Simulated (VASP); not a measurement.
# Al18In in VASP: further runs

Al18In is run at these levels: PBE; tasks: single point.

All numbers are computed with VASP 6.6.1; they aren't measurements. Logs are shortened: lines on timing, memory, paths and dates and some standing lists are left out, and cuts for length are marked.

## 1. The cell of the first run

The cell holds a slab with vacuum, 19 atoms: a = 5.728 Å, b = 8.591 Å, c = 15.677 Å, α = 90.00°, β = 90.00°, γ = 60.00°.

## 2. Single point, PBE

INCAR

```
  ALGO = Normal
  EDIFF = 1E-7
  ENCUT = 520
  GGA = PE
  ISIF = 2
  ISMEAR = -1
  LASPH = T
  LCHARG = F
  LREAL = Auto
  LWAVE = F
  NBANDS = 48
  NELM = 60
  PREC = Accurate
  SIGMA = 0.05
```

KPOINTS

```
k-points
0
Gamma
  3 2 1
```

POSCAR

```
Al18In
1.0
    5.7275650000      0.0000000000      0.0000000000
    4.2956740000      7.4403250000      0.0000000000
    0.0000000000      0.0000000000     15.6765370000
Al In
18 1
Direct
    0.1666684695      0.1111107378      0.0637895984
    0.6666715249      0.1111107378      0.0637895984
    0.1666708227      0.4444429511      0.0637895984
    0.6666738781      0.4444429511      0.0637895984
    0.1666731759      0.7777751644      0.0637895984
    0.6666762313      0.7777751644      0.0637895984
   -0.1789205239      0.2099505062      0.2385667192
    0.3370829913      0.2083107929      0.2180264685
   -0.1822149420      0.5522877025      0.2191938181
    0.3451248499      0.5353932792      0.2077691010
   -0.1816262719      0.8927298203      0.2079987436
    0.3017688246      0.8903374517      0.2107991070
    0.0267127900      0.0123381707      0.3684678574
    0.5574833805     -0.0118543209      0.3717530217
    0.0388954702      0.3244481928      0.3723462650
    0.5092870875      0.3442591553      0.4134459033
    0.0039883790      0.6565573412      0.3628990255
    0.5338718780      0.6614361604      0.3824441584
    0.0386178424      0.7907987890      0.5117456744
```

Potentials or basis: VASP PAW PBE potentials, release 64 (Al, In_d).

Launch:

```console
$ cat potpaw_PBE.64/Al/POTCAR potpaw_PBE.64/In_d/POTCAR > POTCAR
$ mpirun -np 1 vasp_std > vasp.out
```

OUTCAR:

```text
EDIFF = 1E-7
   ENCUT = 520
   GGA = PE
   ISIF = 2
   ISMEAR = -1
   LASPH = T
   LREAL = Auto
   NELM = 60
   PREC = Accurate

 ion  position               nearest neighbor table
   1  0.167  0.111  0.064-  12 2.84   4 2.86   2 2.86   3 2.86   5 2.86   2 2.86   6 2.86   8 2.88
                             7 3.24
   2  0.667  0.111  0.064-  11 2.78   1 2.86   3 2.86   4 2.86   6 2.86   5 2.86   1 2.86   8 2.92
                             7 3.12
   3  0.167  0.444  0.064-  10 2.75   6 2.86   4 2.86   2 2.86   5 2.86   1 2.86   4 2.86   8 2.99
                             9 2.99
   4  0.667  0.444  0.064-  10 2.77   1 2.86   3 2.86   5 2.86   6 2.86   2 2.86   3 2.86   9 2.89
                             7 3.25
   5  0.167  0.778  0.064-  12 2.76  11 2.85   6 2.86   4 2.86   3 2.86   1 2.86   2 2.86   6 2.86
                            10 2.89
   6  0.667  0.778  0.064-  11 2.77   3 2.86   5 2.86   4 2.86   2 2.86   5 2.86   1 2.86  12 2.93
                             9 2.96
   7  0.821  0.210  0.239-  13 2.53  11 2.77  12 2.78   8 2.80  10 2.80  15 2.85   9 2.95   8 2.97
                             2 3.12  16 3.16   1 3.24   4 3.25
   8  0.337  0.208  0.218-  11 2.74   7 2.80  10 2.84  15 2.84  12 2.84   1 2.88   2 2.92  14 2.93
                             9 2.96   7 2.97   3 2.99
   9  0.818  0.552  0.219-  10 2.79  17 2.82   4 2.89  18 2.92  11 2.93  12 2.93   7 2.95  15 2.95
                            10 2.96   6 2.96   8 2.96   3 2.99
  10  0.345  0.535  0.208-   3 2.75   4 2.77   9 2.79   7 2.80   8 2.84   5 2.89  12 2.93   9 2.96
                            17 2.96  11 3.04  18 3.32
  11  0.818  0.893  0.208-   8 2.74  12 2.76   6 2.77   7 2.77   2 2.78   5 2.85  14 2.88   9 2.93
                            12 2.97  17 3.00  10 3.04  13 3.17
  12  0.302  0.890  0.211-   5 2.76  11 2.76   7 2.78  13 2.84   1 2.84   8 2.84   6 2.93   9 2.93
                            10 2.93  11 2.97  18 3.20  14 3.23
  13  0.027  0.012  0.368-   7 2.53  15 2.72  14 2.80  12 2.84  19 2.92  14 2.94  18 2.97  16 2.99
                            17 3.12  11 3.17
  14  0.557  0.988  0.372-  17 2.72  13 2.80  11 2.88  18 2.88  15 2.93   8 2.93  13 2.94  16 3.00
                            12 3.23  19 3.26
  15  0.039  0.324  0.372-  13 2.72  17 2.76   8 2.84   7 2.85  16 2.86  18 2.90  14 2.93   9 2.95
                            16 3.02
  16  0.509  0.344  0.413-  18 2.84  15 2.86  17 2.90  13 2.99  14 3.00  15 3.02   7 3.16
  17  0.004  0.657  0.363-  19 2.65  18 2.69  14 2.72  15 2.76   9 2.82  16 2.90  10 2.96  11 3.00
                            18 3.07  13 3.12
  18  0.534  0.661  0.382-  17 2.69  16 2.84  14 2.88  15 2.90   9 2.92  13 2.97  17 3.07  19 3.20
                            12 3.20  10 3.32
  19  0.039  0.791  0.512-  17 2.65  13 2.92  18 3.20  14 3.26

  LATTYP: Found a simple monoclinic cell.
 ALAT       =     5.7275650000
 B/A-ratio  =     2.7370334514
 C/A-ratio  =     1.3228756151
 COS(beta)  =    -0.1889822093

  Lattice vectors:

 A1 = (   5.7275650000,   0.0000000000,   0.0000000000)
 A2 = (   0.0000000000,   0.0000000000, -15.6765370000)
 A3 = (  -1.4318910000,   7.4403250000,   0.0000000000)

Analysis of symmetry for initial positions (statically):
=====================================================================
 Subroutine PRICEL returns:
 Original cell was already a primitive cell.

 Routine SETGRP: Setting up the symmetry group for a
 simple monoclinic supercell.

 Subroutine GETGRP returns: Found  1 space group operations
 (whereof  1 operations were pure point group operations)
 out of a pool of  4 trial point group operations.

The static configuration has the point symmetry C_1 .

Analysis of symmetry for dynamics (positions and initial velocities):
=====================================================================
 Subroutine PRICEL returns:
 Original cell was already a primitive cell.

 Routine SETGRP: Setting up the symmetry group for a
 simple monoclinic supercell.

 Subroutine GETGRP returns: Found  1 space group operations
 (whereof  1 operations were pure point group operations)
 out of a pool of  4 trial point group operations.

The dynamic configuration has the point symmetry C_1 .

 Subroutine INISYM returns: Found  1 space group operations
 (whereof  1 operations are pure point group operations),
 and found     1 'primitive' translations

[... 85 lines left out ...]
|           W    W  A    A  R    R  N    N  II  N    N   GGGG   !!!           |
|                                                                             |
|     Your reciprocal lattice and k-lattice belong to different lattice       |
|     classes:                                                                |
|                                                                             |
|        The reciprocal lattice is simple monoclinic,                         |
|        whereas your k-lattice is hexagonal.                                 |
|                                                                             |
|     Results are often still useful ...                                      |
|                                                                             |
 -----------------------------------------------------------------------------

 Subroutine IBZKPT returns following result:
 ===========================================

 Found      4 irreducible k-points:

 Following reciprocal coordinates:
            Coordinates               Weight
  0.000000  0.000000  0.000000      1.000000
  0.333333  0.000000  0.000000      2.000000
  0.000000  0.500000  0.000000      1.000000
  0.333333  0.500000  0.000000      2.000000
   k-points           NKPTS =      4   k-points in BZ     NKDIM =      4   number of bands    NBANDS=     48
   number of dos      NEDOS =    301   number of ions     NIONS =     19
   total plane-waves  NPLWV = 368640
   dimension x,y,z NGX =    48 NGY =   64 NGZ =  120
   dimension x,y,z NGXF=    96 NGYF=  128 NGZF=  240
   ions per type =              18   1
   NGX,Y,Z   is equivalent  to a cutoff of  13.93, 12.38, 12.73 a.u.
   NGXF,Y,Z  is equivalent  to a cutoff of  27.86, 24.77, 25.45 a.u.
 SYSTEM =  unknown system
   PREC   = accura    normal or accurate (medium, high low for compatibility)
   ISTART =      0    job   : 0-new  1-cont  2-samecut
   ICHARG =      2    charge: 1-file 2-atom 10-const
   ISPIN  =      1    spin polarized calculation?
   LNONCOLLINEAR =      F non collinear calculations
   LSORBIT =      F    spin-orbit coupling
   LASPH  =      T    aspherical Exc in radial PAW
   ENCUT  =  520.0 eV  38.22 Ry    6.18 a.u.  10.65 15.97 29.15*2*pi/ulx,y,z
   NELM   =     60;   NELMIN=  2; NELMDL= -5     # of ELM steps
   EDIFF  = 0.1E-06   stopping-criterion for ELM
   LREAL  =      T    real-space projection
   EDIFFG = 0.1E-05   stopping-criterion for IOM
   NSW    =      0    number of steps for IOM
   IBRION =     -1    ionic relax: 0-MD 1-quasi-New 2-CG
   NFREE  =      0    steps in history (QN), initial steepest desc. (CG)
   ISIF   =      2    stress and relaxation
   ISYM   =      2    0-nonsym 1-usesym 2-fastsym
   POTIM  = 0.5000    time-step for ionic-motion
   TEBEG  =    0.0;   TEEND  =   0.0 temperature during run
   PSTRESS=    0.0 pullay stress
   NELECT =      67.0000    total number of electrons
   NUPDOWN=      -1.0000    fix difference up-down
   EMIN   =  10.00;   EMAX   =-10.00  energy-range for DOS
   EFERMI =   0.00;   METHOD = LEGACY
   ISMEAR =    -1;   SIGMA  =   0.05  broadening in eV -4-tet -1-fermi 0-gaus
   EFERMI_NEDOS =   21; number of points for ismear=-14 and -15
   IALGO  =     38    algorithm
   IMIX   =      4    mixing-type and parameters
     AMIX     =   0.40;   BMIX     =  1.00
     AMIX_MAG =   1.60;   BMIX_MAG =  1.00
  volume/ion in A,a.u.               =      35.16       237.28
  Fermi-wavevector in a.u.,A,eV,Ry     =   0.760611  1.437346  7.871359  0.578529
  Thomas-Fermi vector in A             =   1.859667
   LORBIT       =      0    0 simple, 1 ext, 2 COOP (PROOUT), +10 PAW based schemes
   GGA     = PE    functional components
   LHFCALC =     F    Hartree Fock is set to
   AEXX    =    0.0000 exact exchange contribution
   IVDW    =     0    specifies the selected vdW correction
   LEPSILON=     F    determine dielectric tensor
   LRPA    =     F    only Hartree local field effects (RPA)
 non-spin polarized calculation
  energy-cutoff  :      520.00
  volume of cell :      668.05
 maximum number of plane-waves:     17998
 NGX is ok and might be reduce to    42
   NGX = 21   NGY = 31   NGZ = 59

 number of electron      66.9999998 magnetization

 Free energy of the ion-electron system (eV)
  ---------------------------------------------------
  ext. energy  EPLUGINS =         0.00000000
  ---------------------------------------------------
  free energy    TOTEN  =       -65.33084058 eV

  energy without entropy =      -65.27332712  energy(sigma->0) =      -65.30208385

 E-fermi :   1.7593     XC(G=0):  -6.2283

 val. band max:        1.7161360549   @ k =   0.0000   0.5000   0.0000
 cond. band min:       1.9226611384   @ k =   0.3333   0.0000   0.0000
 fundamental gap:      0.2065250835
 Fermi energy:         1.7593255737

 k-point     1 :       0.0000    0.0000    0.0000
  band No.  band energies     occupation
      1     -12.6345      2.00000
      2     -12.5896      2.00000
      3     -12.5832      2.00000
      4     -12.5760      2.00000
      5     -12.5675      2.00000
      6      -8.3478      2.00000
[... 181 lines left out ...]
     44       4.1671      0.00000
     45       4.2200      0.00000
 [bands above 45 left out]

------------------------ aborting loop because EDIFF is reached ----------------------------------------

  FORCE on cell =-STRESS in cart. coord.  units (eV):
  Direction    XX          YY          ZZ          XY          YZ          ZX
  --------------------------------------------------------------------------------------
  -------------------------------------------------------------------------------------
  Total       -6.2201362     -6.0809938     -3.0755387      0.4831369      0.3116155      1.0722225
  in kB      -14.9175814    -14.5838799     -7.3759797      1.1586940      0.7473388      2.5714817
  external PRESSURE =     -12.2924803 kB  Pullay stress =       0.0000000 kB

 VOLUME and BASIS-vectors are now :
 -----------------------------------------------------------------------------
  energy-cutoff  :      520.00
  volume of cell :      668.05
      direct lattice vectors                 reciprocal lattice vectors
     5.727565000  0.000000000  0.000000000     0.174594265 -0.100802054  0.000000000
     4.295674000  7.440325000  0.000000000     0.000000000  0.134402731  0.000000000
     0.000000000  0.000000000 15.676537000     0.000000000  0.000000000  0.063789598

 POSITION                                       TOTAL-FORCE (eV/Angst)
 -----------------------------------------------------------------------------------
      1.43190      0.82670      1.00000         0.014257     -0.071432      0.131612
      4.29570      0.82670      1.00000         0.000738      0.129372      0.058354
      2.86380      3.30680      1.00000         0.018930     -0.070408      0.031103
      5.72760      3.30680      1.00000        -0.048786      0.033106      0.056670
      4.29570      5.78690      1.00000         0.059585     -0.123759     -0.194171
      7.15950      5.78690      1.00000        -0.232487     -0.004624     -0.046630
[... 11 lines left out ...]
      5.89910      4.92130      5.99540        -0.415768      0.092504     -0.328385
      3.61820      5.88380      8.02240         0.280851      0.271374      0.487330
 -----------------------------------------------------------------------------------
    total drift:                                0.001845      0.015620     -0.004043

  FREE ENERGIE OF THE ION-ELECTRON SYSTEM (eV)
  ---------------------------------------------------
  free  energy   TOTEN  =       -65.3308405825 eV

  energy  without entropy=      -65.2733271219  energy(sigma->0) =      -65.30208385
```

Run time: 2.9 min. Hardware: 1 thread of Intel Xeon 6975P-C (Granite Rapids), shared host; peak memory 0.7 GiB.

Results:

| Property | Result |
| --- | --- |
| Free energy | -65.3308 eV |
| Largest force | 1.183 eV/Å |
| Band gap on the k mesh | zero (an odd number of electrons rules out a gap without spin polarisation) |

Forces on the atoms (eV/Å):
```
Al   0.014 -0.071  0.132
Al   0.001  0.129  0.058
Al   0.019 -0.070  0.031
Al  -0.049  0.033  0.057
Al   0.060 -0.124 -0.194
Al  -0.232 -0.005 -0.047
Al   0.108  0.800 -0.518
Al  -0.227  0.285  0.014
Al   0.217 -0.056  0.260
Al  -0.187  0.333  0.609
Al  -0.143 -0.575  0.567
Al   0.445 -0.344  0.314
Al   0.151 -0.550  0.574
Al  -0.230  0.346 -0.100
Al  -0.161  0.092  0.002
Al   0.174 -0.200 -0.815
Al   0.177 -0.386 -1.104
Al  -0.416  0.093 -0.328
In   0.281  0.271  0.487
```

Caveat: the k points lie up to 0.42 Å⁻¹ apart, too coarse for converged energies and pressures of a metal; the atoms stand as in a frame of molecular dynamics; there is no dipole correction, which matters where the two faces differ; spin-orbit coupling is left out, which moves the levels of the heavy elements.

[end of part 1 of 2]

The gap in the log of VASP goes by the Fermi energy; the results here count the filled bands.